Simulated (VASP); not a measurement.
# C (C2/m) in VASP: a series of runs, part 2 of 2

VASP 6.6.1. Earlier steps stand in the parts before.

### Step 4. Single point, PBEsol

This run uses another cell than the first one, of 8.79 Å³/atom, 1.091 times its volume.

File INCAR:

```
SYSTEM = C
PREC = Accurate
ENCUT = 520
EDIFF = 1E-6
ISMEAR = 0
SIGMA = 0.15
LREAL = .False.
LASPH = .True.
NELM = 60
ALGO = Normal
ISIF = 2
LWAVE = .False.
LCHARG = .True.
GGA = PS
LELF = .True.
LVHAR = .True.
NBANDS = 11
```

File KPOINTS:

```
regular mesh
0
Gamma
  14 14 8
  0 0 0
```

File POSCAR:

```
C
1.0
    2.0985689080     -1.2116795867      0.0000000000
    2.0985689080      1.2116795867      0.0000000000
   -1.3604316341      0.0000000000      3.4554886561
C
2
Direct
    0.8333600000      0.8333600000      0.0000900000
    0.1666400000      0.1666400000      0.9999100000
```

Potentials or basis: VASP PAW PBE potentials, release 64 (C).

Launch:

```sh
$ cat potpaw_PBE.64/C/POTCAR > POTCAR
$ mpirun -np 1 vasp_std > vasp.out
```

OUTCAR:

```text
SYSTEM = C
   PREC = Accurate
   ENCUT = 520
   EDIFF = 1E-6
   ISMEAR = 0
   LREAL = .False.
   LASPH = .True.
   NELM = 60
   ISIF = 2
   GGA = PS

 ion  position               nearest neighbor table
   1  0.833  0.833  0.000-   2 1.40   2 1.40   2 1.40
   2  0.167  0.167  1.000-   1 1.40   1 1.40   1 1.40

  LATTYP: Found a base centered monoclinic cell.
 ALAT       =     4.1971378160
 B/A-ratio  =     0.5773837505
 C/A-ratio  =     0.8848047021
 COS(beta)  =    -0.3663330234

  Lattice vectors:

 A1 = (   2.0985689080,  -1.2116795867,   0.0000000000)
 A2 = (   2.0985689080,   1.2116795867,   0.0000000000)
 A3 = (  -1.3604316341,   0.0000000000,   3.4554886561)

Analysis of symmetry for initial positions (statically):
=====================================================================
 Subroutine PRICEL returns:
 Original cell was already a primitive cell.

 Routine SETGRP: Setting up the symmetry group for a
 base centered monoclinic supercell.

 Subroutine GETGRP returns: Found  4 space group operations
 (whereof  4 operations were pure point group operations)
[... 175 lines left out ...]
      2      -2.4442      2.00000
      3       1.7019      2.00000
      4       1.7042      2.00000
      5       8.2780      0.00000
      6      13.3273      0.00000
      7      13.3313      0.00000
      8      16.6887      0.00000
      9      18.5714      0.00000
     10      27.7141      0.00000
     11      29.2987      0.00000
[... 309 lines left out ...]
 k-point    24 :       0.2857    0.1429    0.0000
  band No.  band energies     occupation
      1     -13.8206      2.00000
      2      -2.2115      2.00000
      3      -1.0951      2.00000
      4      -1.0613      2.00000
      5      10.9115      0.00000
      6      12.3708      0.00000
      7      14.6239      0.00000
      8      16.6031      0.00000
      9      21.7345      0.00000
     10      22.9826      0.00000
     11      29.0698      0.00000

 [... further k-points ...]

------------------------ aborting loop because EDIFF is reached ----------------------------------------

  FORCE on cell =-STRESS in cart. coord.  units (eV):
  Direction    XX          YY          ZZ          XY          YZ          ZX
  --------------------------------------------------------------------------------------
  -------------------------------------------------------------------------------------
  Total        2.1970601      2.1918809      0.0610752      0.0000000      0.0000000     -0.0042031
  in kB      200.3097204    199.8375206      5.5683322      0.0000000      0.0000000     -0.3832019
  external PRESSURE =     135.2385244 kB  Pullay stress =       0.0000000 kB

 VOLUME and BASIS-vectors are now :
 -----------------------------------------------------------------------------
  energy-cutoff  :      520.00
  volume of cell :       17.57
      direct lattice vectors                 reciprocal lattice vectors
     2.098568908 -1.211679587  0.000000000     0.238257604 -0.412650345  0.093802415
     2.098568908  1.211679587  0.000000000     0.238257604  0.412650345  0.093802415
    -1.360431634  0.000000000  3.455488656     0.000000000  0.000000000  0.289394670

 POSITION                                       TOTAL-FORCE (eV/Angst)
 -----------------------------------------------------------------------------------
      3.49760      0.00000      0.00031         0.002010      0.000000     -0.002135
     -0.66090      0.00000      3.45518        -0.002010      0.000000      0.002135
 -----------------------------------------------------------------------------------
    total drift:                                0.000000      0.000000     -0.000000

  FREE ENERGIE OF THE ION-ELECTRON SYSTEM (eV)
  ---------------------------------------------------
  free  energy   TOTEN  =       -19.2555264529 eV

  energy  without entropy=      -19.2555260443  energy(sigma->0) =      -19.25552625
```

OSZICAR:

```text
N       E                     dE             d eps       ncg     rms          rms(c)
DAV:   1    -0.120010793865E+00   -0.12001E+00   -0.40776E+03  9638   0.647E+02
DAV:   2    -0.201916585168E+02   -0.20072E+02   -0.19235E+02 12426   0.120E+02
DAV:   3    -0.206310625440E+02   -0.43940E+00   -0.43867E+00 11812   0.145E+01
DAV:   4    -0.206326350266E+02   -0.15725E-02   -0.15724E-02 11055   0.107E+00
DAV:   5    -0.206326415598E+02   -0.65332E-05   -0.65330E-05 12214   0.618E-02    0.679E+00
DAV:   6    -0.195849317885E+02    0.10477E+01   -0.88650E-01 11018   0.548E+00    0.392E+00
DAV:   7    -0.192528058590E+02    0.33213E+00   -0.98363E-01 11347   0.583E+00    0.107E+00
DAV:   8    -0.192558910834E+02   -0.30852E-02   -0.26076E-02 10530   0.102E+00    0.158E-01
DAV:   9    -0.192554734966E+02    0.41759E-03   -0.82898E-04 11425   0.176E-01    0.712E-02
DAV:  10    -0.192555258476E+02   -0.52351E-04   -0.18223E-04 11051   0.902E-02    0.335E-02
DAV:  11    -0.192555264529E+02   -0.60538E-06   -0.78626E-06 11293   0.165E-02
   1 F= -.19255526E+02 E0= -.19255526E+02  d E =-.408667E-06
```

It took 60 s on 1 thread of Intel Xeon Platinum 8259CL at 2.50GHz (Skylake/Cascade Lake), shared host; peak memory 0.17 GiB.

Results:

```yaml
Free_energy: -19.2555 eV
Pressure: 13.5 GPa
Band_gap_on_the_k_mesh: 0.79 eV, indirect (least direct gap 0.82 eV)
```

Forces in eV/Å, atoms in the order of the input:
```
C    0.002  0.000 -0.002
C   -0.002  0.000  0.002
```

Levels at points of the mesh, in eV from the valence-band top:
| k point | band 1 | band 2 | band 3 | band 4 | band 5 | band 6 | band 7 | band 8 | band 9 |
| --- | --- | --- | --- | --- | --- | --- | --- | --- | --- |
| (0.00, 0.00, 0.00) | -19.66 | -6.76 | -2.61 | -2.61 | 3.96 | 9.01 | 9.02 | 12.38 | 14.26 |
| (0.50, 0.00, 0.00) | -14.07 | -13.25 | -6.16 | -1.80 | 2.34 | 8.39 | 11.99 | 12.42 | 18.64 |
| (0.50, 0.50, 0.00) | -13.98 | -13.19 | -6.20 | -2.39 | 1.69 | 8.06 | 13.35 | 14.77 | 19.96 |
| (0.00, 0.00, 0.50) | -19.42 | -8.46 | -2.62 | -2.62 | 8.98 | 8.98 | 9.83 | 12.54 | 14.08 |
| (0.50, 0.00, 0.50) | -13.98 | -13.18 | -6.20 | -2.44 | 1.64 | 8.06 | 13.44 | 15.01 | 20.00 |
| (0.50, 0.50, 0.50) | -14.06 | -13.25 | -6.16 | -1.85 | 2.27 | 8.39 | 12.09 | 12.58 | 18.70 |

Caveat: the PAW data sets were made with another functional, which shifts forces and pressure a little; this functional lacks dispersion, which binds the layers, so the pressure and a relaxed spacing across them are unreliable.

### Step 5. The runs side by side

| cell | gap on the mesh (eV) | pressure (GPa) |
| --- | --- | --- |
| a = 2.354, b = 2.354, c = 3.607 Å, angles 108.5, 108.5, 60.0°, 2 atoms | 0.82 | 45.2 |
| a = 2.389, b = 2.389, c = 3.661 Å, angles 108.5, 108.5, 60.0°, 2 atoms | 0.81 | 27.9 |
| a = 2.423, b = 2.423, c = 3.714 Å, angles 108.5, 108.5, 60.0°, 2 atoms | 0.79 | 13.5 |

Alike in all rows: task single point; level PBEsol; potentials or basis VASP PAW PBE potentials, release 64 (C); no spin polarisation; k mesh 14 × 14 × 8; cutoff (eV) 520; smearing gaussian 0.15 eV.

Caveats: the PAW data sets were made with another functional, which shifts forces and pressure a little; this functional lacks dispersion, which binds the layers, so the pressure and a relaxed spacing across them are unreliable.

Absolute energies hang on the potentials; compare differences alone.
